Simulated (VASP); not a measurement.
# LiBr (Fm-3m) in VASP: further runs

LiBr is run at these levels: r2SCAN; tasks: single point, relaxation of cell and atoms.

All numbers are computed with VASP 6.6.1; they aren't measurements. Logs are shortened: lines on timing, memory, paths and dates and some standing lists are left out, and cuts for length are marked.

### 1 The cell of the first run

The structure is cubic, space group Fm-3m (No. 225). The conventional cell has a = 5.587 Å, b = 5.587 Å, c = 5.587 Å, α = 90.00°, β = 90.00°, γ = 90.00°. Li (site symmetry m-3m) has 6 Br at 2.79 Å within 3.7 Å. Within 3.7 Å of Br (site symmetry m-3m) lie 6 Li at 2.79 Å.

### 2 Single point, r2SCAN (21.80 Å³/atom)

File POSCAR:

```
LiBr
1.0
    0.0000000000      2.7934565946      2.7934565946
    2.7934565946      0.0000000000      2.7934565946
    2.7934565946      2.7934565946      0.0000000000
Li Br
1 1
Direct
    0.0000000000      0.0000000000      0.0000000000
    0.5000000000      0.5000000000      0.5000000000
```

File INCAR.step1:

```
PREC = Accurate
ENCUT = 830
ISMEAR = 0
SIGMA = 0.02
LREAL = F
LASPH = T
NELM = 120
NBANDS = 12
GGA = PE
ALGO = Normal
EDIFF = 1E-5
LWAVE = T
LCHARG = F
GGA_COMPAT = F
```

File INCAR.step2:

```
PREC = Accurate
ENCUT = 830
EDIFF = 1E-6
ISMEAR = 0
SIGMA = 0.02
LREAL = F
LASPH = T
NELM = 120
ALGO = Normal
ISIF = 2
LWAVE = F
LCHARG = F
METAGGA = R2SCAN
LMIXTAU = T
NBANDS = 12
ISTART = 1
GGA_COMPAT = F
```

File KPOINTS:

```
regular mesh
0
Gamma
  8 8 8
```

Potentials or basis: VASP PAW PBE potentials, release 64 (Li_sv, Br).

Started as:

```sh
$ cat potpaw_PBE.64/Li_sv/POTCAR potpaw_PBE.64/Br/POTCAR > POTCAR
$ cp INCAR.step1 INCAR
$ mpirun -np 1 vasp_std > vasp.out
$ cp INCAR.step2 INCAR
$ mpirun -np 1 vasp_std > vasp.out
```

OUTCAR:

```text
PREC = Accurate
   ENCUT = 830
   EDIFF = 1E-6
   ISMEAR = 0
   LREAL = F
   LASPH = T
   NELM = 120
   ISIF = 2
   METAGGA = R2SCAN
   ISTART = 1

 ion  position               nearest neighbor table
   1  0.000  0.000  0.000-
   2  0.500  0.500  0.500-

  LATTYP: Found a face centered cubic cell.
 ALAT       =     5.5869131892

  Lattice vectors:

 A1 = (   0.0000000000,   2.7934565946,   2.7934565946)
 A2 = (   2.7934565946,   0.0000000000,   2.7934565946)
 A3 = (   2.7934565946,   2.7934565946,   0.0000000000)

Analysis of symmetry for initial positions (statically):
=====================================================================
 Subroutine PRICEL returns:
 Original cell was already a primitive cell.

 Routine SETGRP: Setting up the symmetry group for a
 face centered cubic supercell.

 Subroutine GETGRP returns: Found 48 space group operations
 (whereof 48 operations were pure point group operations)
 out of a pool of 48 trial point group operations.

The static configuration has the point symmetry O_h .

Analysis of symmetry for dynamics (positions and initial velocities):
=====================================================================
 Subroutine PRICEL returns:
 Original cell was already a primitive cell.

 Routine SETGRP: Setting up the symmetry group for a
 face centered cubic supercell.

 Subroutine GETGRP returns: Found 48 space group operations
 (whereof 48 operations were pure point group operations)
 out of a pool of 48 trial point group operations.

The dynamic configuration has the point symmetry O_h .

 Subroutine INISYM returns: Found 48 space group operations
 (whereof 48 operations are pure point group operations),
 and found     1 'primitive' translations

----------------------------------------------------------------------------------------

                                     Primitive cell

  volume of cell :      43.5969

  direct lattice vectors                    reciprocal lattice vectors
     0.000000000  2.793456595  2.793456595    -0.178989715  0.178989715  0.178989715
     2.793456595  0.000000000  2.793456595     0.178989715 -0.178989715  0.178989715
     2.793456595  2.793456595  0.000000000     0.178989715  0.178989715 -0.178989715

  length of vectors
     3.950544202  3.950544202  3.950544202     0.310019281  0.310019281  0.310019281

  position of ions in fractional coordinates (direct lattice)
     0.000000000  0.000000000  0.000000000
     0.500000000  0.500000000  0.500000000

  ion indices of the primitive-cell ions
   primitive index   ion index
                 1           1
                 2           2

----------------------------------------------------------------------------------------

 KPOINTS: regular mesh

Automatic generation of k-mesh.
 Grid dimensions read from file:
 generate k-points for:    8    8    8

 Generating k-lattice:

  Cartesian coordinates                     Fractional coordinates (reciprocal lattice)
    -0.022373714  0.022373714  0.022373714     0.125000000  0.000000000  0.000000000
     0.022373714 -0.022373714  0.022373714     0.000000000  0.125000000  0.000000000
     0.022373714  0.022373714 -0.022373714     0.000000000  0.000000000  0.125000000

  Length of vectors
     0.038752410  0.038752410  0.038752410

  Shift w.r.t. Gamma in fractional coordinates (k-lattice)
     0.000000000  0.000000000  0.000000000

 Subroutine IBZKPT returns following result:
 ===========================================

 Found     29 irreducible k-points:

 Following reciprocal coordinates:
            Coordinates               Weight
  0.000000  0.000000  0.000000      1.000000
  0.125000  0.000000  0.000000      8.000000
  0.250000  0.000000  0.000000      8.000000
  0.375000  0.000000  0.000000      8.000000
  0.500000  0.000000  0.000000      4.000000
  0.125000  0.125000  0.000000      6.000000
[... 16 lines left out ...]
  0.500000  0.250000  0.125000     48.000000
 -0.375000  0.250000  0.125000     24.000000
 [... further k-points ...]
   k-points           NKPTS =     29   k-points in BZ     NKDIM =     29   number of bands    NBANDS=     12
   number of dos      NEDOS =    301   number of ions     NIONS =      2
   total plane-waves  NPLWV =  64000
   dimension x,y,z NGX =    40 NGY =   40 NGZ =   40
   dimension x,y,z NGXF=    80 NGYF=   80 NGZF=   80
   ions per type =               1   1
   NGX,Y,Z   is equivalent  to a cutoff of  16.83, 16.83, 16.83 a.u.
   NGXF,Y,Z  is equivalent  to a cutoff of  33.67, 33.67, 33.67 a.u.
 SYSTEM =  unknown system
   PREC   = accura    normal or accurate (medium, high low for compatibility)
   ISTART =      1    job   : 0-new  1-cont  2-samecut
   ICHARG =      0    charge: 1-file 2-atom 10-const
   ISPIN  =      1    spin polarized calculation?
   LNONCOLLINEAR =      F non collinear calculations
   LSORBIT =      F    spin-orbit coupling
   LASPH  =      T    aspherical Exc in radial PAW
   ENCUT  =  830.0 eV  61.00 Ry    7.81 a.u.   9.28  9.28  9.28*2*pi/ulx,y,z
   NELM   =    120;   NELMIN=  2; NELMDL=  0     # of ELM steps
   EDIFF  = 0.1E-05   stopping-criterion for ELM
   LREAL  =      F    real-space projection
   EDIFFG = 0.1E-04   stopping-criterion for IOM
   NSW    =      0    number of steps for IOM
   IBRION =     -1    ionic relax: 0-MD 1-quasi-New 2-CG
   NFREE  =      0    steps in history (QN), initial steepest desc. (CG)
   ISIF   =      2    stress and relaxation
   ISYM   =      2    0-nonsym 1-usesym 2-fastsym
   POTIM  = 0.5000    time-step for ionic-motion
   TEBEG  =    0.0;   TEEND  =   0.0 temperature during run
   PSTRESS=    0.0 pullay stress
   NELECT =      10.0000    total number of electrons
   NUPDOWN=      -1.0000    fix difference up-down
   EMIN   =  10.00;   EMAX   =-10.00  energy-range for DOS
   EFERMI =   0.00;   METHOD = LEGACY
   ISMEAR =     0;   SIGMA  =   0.02  broadening in eV -4-tet -1-fermi 0-gaus
   EFERMI_NEDOS =   21; number of points for ismear=-14 and -15
   IALGO  =     38    algorithm
   IMIX   =      4    mixing-type and parameters
     AMIX     =   0.40;   BMIX     =  1.00
     AMIX_MAG =   1.60;   BMIX_MAG =  1.00
  volume/ion in A,a.u.               =      21.80       147.10
  Fermi-wavevector in a.u.,A,eV,Ry     =   1.002127  1.893746 13.663776  1.004259
  Thomas-Fermi vector in A             =   2.134594
   LORBIT       =      0    0 simple, 1 ext, 2 COOP (PROOUT), +10 PAW based schemes
   METAGGA = R2SCAN    functional components
   LHFCALC =     F    Hartree Fock is set to
   AEXX    =    0.0000 exact exchange contribution
   IVDW    =     0    specifies the selected vdW correction
   LEPSILON=     F    determine dielectric tensor
   LRPA    =     F    only Hartree local field effects (RPA)
 non-spin polarized calculation
 Gauss-broadening in eV      SIGMA  =   0.02
  energy-cutoff  :      830.00
  volume of cell :       43.60
 maximum number of plane-waves:      2421
 NGX is ok and might be reduce to    40
   NGX = 19   NGY = 19   NGZ = 19

 number of electron       9.9999999 magnetization

 Free energy of the ion-electron system (eV)
  ---------------------------------------------------
  ext. energy  EPLUGINS =         0.00000000
  ---------------------------------------------------
  free energy    TOTEN  =       -19.13363641 eV

  energy without entropy =      -19.13363641  energy(sigma->0) =      -19.13363641

 E-fermi :  -0.2751     XC(G=0):  -8.5959

 val. band max:       -0.3835548389   @ k =   0.0000   0.0000   0.0000
 cond. band min:       5.2832377785   @ k =   0.0000   0.0000   0.0000
 fundamental gap:      5.6667926174
 Fermi energy:        -0.2751456701

 k-point     1 :       0.0000    0.0000    0.0000
  band No.  band energies     occupation
      1     -46.1897      2.00000
      2     -14.1282      2.00000
      3      -0.3836      2.00000
      4      -0.3836      2.00000
      5      -0.3836      2.00000
      6       5.2832      0.00000
      7      10.7921      0.00000
      8      10.7921      0.00000
      9      10.7921      0.00000
     10      12.8410      0.00000
     11      12.8410      0.00000
     12      12.8410      0.00000

 k-point     2 :       0.1250    0.0000    0.0000
  band No.  band energies     occupation
      1     -46.1896      2.00000
      2     -14.0691      2.00000
      3      -0.9109      2.00000
      4      -0.4244      2.00000
      5      -0.4244      2.00000
      6       5.7793      0.00000
      7      10.0770      0.00000
      8      10.6708      0.00000
      9      10.6708      0.00000
     10      11.7738      0.00000
     11      11.7738      0.00000
     12      13.1817      0.00000

 k-point     3 :       0.2500    0.0000    0.0000
  band No.  band energies     occupation
      1     -46.1893      2.00000
      2     -13.9203      2.00000
      3      -1.9299      2.00000
      4      -0.5179      2.00000
      5      -0.5179      2.00000
      6       6.2912      0.00000
      7       9.5768      0.00000
      8       9.5768      0.00000
      9      10.0265      0.00000
     10      12.6544      0.00000
     11      12.6544      0.00000
     12      13.5436      0.00000

 k-point     4 :       0.3750    0.0000    0.0000
  band No.  band energies     occupation
      1     -46.1890      2.00000
      2     -13.7615      2.00000
      3      -2.7636      2.00000
      4      -0.6051      2.00000
      5      -0.6051      2.00000
      6       6.1163      0.00000
      7       8.7651      0.00000
      8       8.7651      0.00000
      9      11.2978      0.00000
     10      13.9954      0.00000
     11      14.4003      0.00000
     12      14.4003      0.00000

 k-point     5 :       0.5000    0.0000    0.0000
  band No.  band energies     occupation
      1     -46.1889      2.00000
      2     -13.6925      2.00000
      3      -3.0773      2.00000
      4      -0.6395      2.00000
      5      -0.6395      2.00000
      6       5.9687      0.00000
      7       8.4863      0.00000
      8       8.4863      0.00000
      9      12.1385      0.00000
     10      14.5131      0.00000
     11      15.9988      0.00000
     12      15.9988      0.00000
[... 228 lines left out ...]
      1     -46.1887      2.00000
      2     -13.5182      2.00000
      3      -3.0780      2.00000
      4      -1.4454      2.00000
      5      -1.4454      2.00000
      6       6.6580      0.00000
      7       7.4256      0.00000
      8      11.9264      0.00000
      9      12.9409      0.00000
     10      12.9409      0.00000
     11      15.8669      0.00000
     12      17.6668      0.00000

 k-point    22 :       0.3750    0.2500    0.1250
  band No.  band energies     occupation
      1     -46.1891      2.00000
      2     -13.8013      2.00000
      3      -2.1220      2.00000
      4      -1.2091      2.00000
      5      -0.7113      2.00000
      6       7.4945      0.00000
      7       8.5489      0.00000
      8       8.8943      0.00000
      9      10.5704      0.00000
     10      11.9113      0.00000
     11      15.2271      0.00000
     12      15.2278      0.00000

 k-point    23 :       0.5000    0.2500    0.1250
  band No.  band energies     occupation
      1     -46.1889      2.00000
      2     -13.6671      2.00000
      3      -2.6013      2.00000
      4      -1.5331      2.00000
      5      -0.8641      2.00000
      6       7.5143      0.00000
      7       8.3001      0.00000
      8       9.4496      0.00000
      9      10.3724      0.00000
     10      13.0917      0.00000
     11      15.8384      0.00000
     12      16.1666      0.00000

 k-point    24 :      -0.3750    0.2500    0.1250
  band No.  band energies     occupation
      1     -46.1888      2.00000
      2     -13.6092      2.00000
      3      -2.8079      2.00000
      4      -1.6218      2.00000
      5      -0.9516      2.00000
      6       7.3708      0.00000
      7       8.2516      0.00000
      8       9.5626      0.00000
      9      10.9539      0.00000
     10      13.9158      0.00000
     11      14.4581      0.00000
     12      16.8368      0.00000

 [... further k-points ...]

------------------------ aborting loop because EDIFF is reached ----------------------------------------

  FORCE on cell =-STRESS in cart. coord.  units (eV):
  Direction    XX          YY          ZZ          XY          YZ          ZX
  --------------------------------------------------------------------------------------
  -------------------------------------------------------------------------------------
  Total       -0.4529404     -0.4529404     -0.4529404      0.0000000     -0.0000000     -0.0000000
  in kB      -16.6454635    -16.6454635    -16.6454635      0.0000000     -0.0000000     -0.0000000
  external PRESSURE =     -16.6454635 kB  Pullay stress =       0.0000000 kB

 VOLUME and BASIS-vectors are now :
 -----------------------------------------------------------------------------
  energy-cutoff  :      830.00
  volume of cell :       43.60
      direct lattice vectors                 reciprocal lattice vectors
     0.000000000  2.793456595  2.793456595    -0.178989715  0.178989715  0.178989715
     2.793456595  0.000000000  2.793456595     0.178989715 -0.178989715  0.178989715
     2.793456595  2.793456595  0.000000000     0.178989715  0.178989715 -0.178989715

 POSITION                                       TOTAL-FORCE (eV/Angst)
 -----------------------------------------------------------------------------------
      0.00000      0.00000      0.00000         0.000000      0.000000      0.000000
      2.79346      2.79346      2.79346         0.000000      0.000000      0.000000
 -----------------------------------------------------------------------------------
    total drift:                                0.000000     -0.000000      0.000000

  FREE ENERGIE OF THE ION-ELECTRON SYSTEM (eV)
  ---------------------------------------------------
  free  energy   TOTEN  =       -19.1336364102 eV

  energy  without entropy=      -19.1336364102  energy(sigma->0) =      -19.13363641
```

Wall time 5 min (1 thread of Intel Xeon 8259CL, shared host); peak memory 0.27 GiB.

Results:

* Free energy: -19.1336 eV
* Pressure: -1.7 GPa
* Band gap on the k mesh: 5.67 eV

Levels at points of the mesh, in eV from the valence-band top:
```csv
k point,band 2,band 3,band 4,band 5,band 6,band 7,band 8,band 9
"(0.00, 0.00, 0.00)",-13.74,0.00,0.00,0.00,5.67,11.18,11.18,11.18
"(0.50, 0.00, 0.00)",-13.31,-2.69,-0.26,-0.26,6.35,8.87,8.87,12.52
"(0.50, 0.50, 0.00)",-13.13,-2.69,-1.06,-1.06,7.04,7.81,12.31,13.32
```

Caveat: the PAW data sets were made with another functional, which shifts forces and pressure a little. A k mesh can miss the band edges.

### 3 Relaxation of cell and atoms, r2SCAN

This run uses another cell than the first one, of 20.81 Å³/atom.

File POSCAR:

```
LiBr
1.0
    0.0000000000      2.7506500000      2.7506500000
    2.7506500000      0.0000000000      2.7506500000
    2.7506500000      2.7506500000      0.0000000000
Li Br
1 1
Direct
    0.0000000000      0.0000000000      0.0000000000
    0.5000000000      0.5000000000      0.5000000000
```

File INCAR.step1:

```
SYSTEM = LiBr
PREC     = Accurate       ! precision mode
ENCUT    = 830            ! plane-wave cutoff, eV
ISMEAR   = 0              ! smearing method
SIGMA    = 0.02           ! smearing width, eV
LREAL    = .False.        ! projectors in reciprocal space
LASPH    = .True.         ! aspherical terms in the spheres
NELM     = 120            ! most SCF steps
GGA      = PE             ! functional
ALGO     = Normal         ! electronic algorithm
EDIFF    = 1E-5           ! SCF threshold, eV
LWAVE    = .True.         ! write WAVECAR
LCHARG   = .False.        ! write CHGCAR
GGA_COMPAT= .False.      
IBRION   = 2              ! ionic algorithm
ISIF     = 3              ! what is computed and relaxed
EDIFFG   = -0.005         ! ionic threshold
NELMIN   = 4            
NSW      = 100            ! ionic steps
```

File INCAR.step2:

```
SYSTEM = LiBr
PREC     = Accurate       ! precision mode
ENCUT    = 830            ! plane-wave cutoff, eV
EDIFF    = 1E-7           ! SCF threshold, eV
ISMEAR   = 0              ! smearing method
SIGMA    = 0.02           ! smearing width, eV
LREAL    = .False.        ! projectors in reciprocal space
LASPH    = .True.         ! aspherical terms in the spheres
NELM     = 120            ! most SCF steps
ALGO     = Normal         ! electronic algorithm
ISIF     = 3              ! what is computed and relaxed
LWAVE    = .False.        ! write WAVECAR
LCHARG   = .False.        ! write CHGCAR
METAGGA  = R2SCAN         ! meta-GGA
LMIXTAU  = .True.       
IBRION   = 2              ! ionic algorithm
NSW      = 100            ! ionic steps
EDIFFG   = -0.005         ! ionic threshold
ISTART   = 1            
GGA_COMPAT= .False.      
NELMIN   = 4
```

File KPOINTS:

```
Automatic mesh
0
Gamma
  8 8 8
  0 0 0
```

Potentials or basis: VASP PAW PBE potentials, release 64 (Li_sv, Br).

Started as:

```sh
$ cat potpaw_PBE.64/Li_sv/POTCAR potpaw_PBE.64/Br/POTCAR > POTCAR
$ cp INCAR.step1 INCAR
$ mpirun -np 1 vasp_std > vasp.out
$ cp INCAR.step2 INCAR
$ mpirun -np 1 vasp_std > vasp.out
```

It took 15 min on 1 thread of Intel Xeon 8259CL, shared host; peak memory 0.28 GiB.

It converged, with:

| Property | Result |
| --- | --- |
| Free energy | -19.1520 eV |
| Relaxed volume | 20.33 Å³/atom |
| Relaxed cell | a = 3.860 Å, b = 3.860 Å, c = 3.860 Å, α = 60.00°, β = 60.00°, γ = 60.00° |
| Space group after relaxing (to 0.1 Å) | Fm-3m (No. 225) |
| Energy gained by relaxing | 1.3 meV/atom |
| Ionic steps | 5 |
| Pressure after relaxing | 0.0 GPa |
| Band gap on the k mesh | 5.98 eV |

The path:
```
step  energy change (eV)  largest force (eV/Å)  pressure (GPa)  volume (Å³)
   1              0.0000                0.0000           -0.69        41.62
   2             -0.0020                0.0000           -0.31        41.08
   3             -0.0023                0.0000           -0.19        40.92
   4             -0.0026                0.0000            0.05        40.59
   5             -0.0026                0.0000            0.00        40.66
```

Final structure:
```yaml
crystal:
  lattice:
    - [0.00000, 2.72916, 2.72916]
    - [2.72916, 0.00000, 2.72916]
    - [2.72916, 2.72916, 0.00000]
  atoms:
    - { symbol: Li, position: [0.00000, 0.00000, 0.00000] }
    - { symbol: Br, position: [0.50000, 0.50000, 0.50000] }
```

Levels at points of the mesh, in eV from the valence-band top:
| k point | band 1 | band 2 | band 3 | band 4 | band 5 | band 6 | band 7 | band 8 | band 9 |
| --- | --- | --- | --- | --- | --- | --- | --- | --- | --- |
| (0.00, 0.00, 0.00) | -45.70 | -13.98 | 0.00 | 0.00 | 0.00 | 5.98 | 11.23 | 11.23 | 11.23 |
| (0.50, 0.00, 0.00) | -45.70 | -13.46 | -2.99 | -0.29 | -0.29 | 6.40 | 8.89 | 8.89 | 13.22 |
| (0.50, 0.50, 0.00) | -45.70 | -13.25 | -3.01 | -1.20 | -1.20 | 7.12 | 7.71 | 12.92 | 13.81 |

Caveat: the PAW data sets were made with another functional, which shifts forces and pressure a little.
